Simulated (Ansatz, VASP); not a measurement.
Two plane-wave programs on CaTi2N2

```
CELL_PARAMETERS angstrom
3.11220 0.00000 0.00000
-1.55610 2.69524 0.00000
0.00000 0.00000 7.95952
ATOMIC_POSITIONS crystal
Ca 0.33333 0.66667 0.63566
Ti 0.00000 0.00000 0.01745
Ti 0.66667 0.33333 0.30539
N 0.33333 0.66667 0.15071
N 0.00000 0.00000 0.45078
```

Alike in both runs: functional PBE; k mesh 4 × 4 × 2; occupations gaussian, width 0.15 eV; collinear spin.

Ansatz relaxed the structure, and its values are those at the end. VASP's run is a single point on that final structure, the one shown.

```csv
,VASP,Ansatz
version,VASP 6.6.1,Ansatz 0.2.0
potentials or method,"VASP PAW PBE potentials, release 64 (Ca_sv, Ti_sv, N), cutoff 520 eV","scalar-relativistic, plane waves, PAW"
valence electrons in the cell,44,44
```

VASP gave:

| Property | Result |
| --- | --- |
| gap on the k mesh at the Fermi level (eV) | none |
| pressure (GPa) | 0.2 |
| rms of the force components (eV/Å) | 0.019 |
| net moment per atom (μB) | 0.00 |

Task: What did Ansatz give for the same quantities?

Result: gap on the k mesh at the Fermi level (eV): none; pressure (GPa): -0.3; rms of the force components (eV/Å): 0.026; net moment per atom (μB): 0.00.

A gap of «none» marks a metal or a gap that the smearing closes. Ansatz's warnings: seeded moment not kept.

The k mesh is coarse, so the values compare programs but aren't converged.
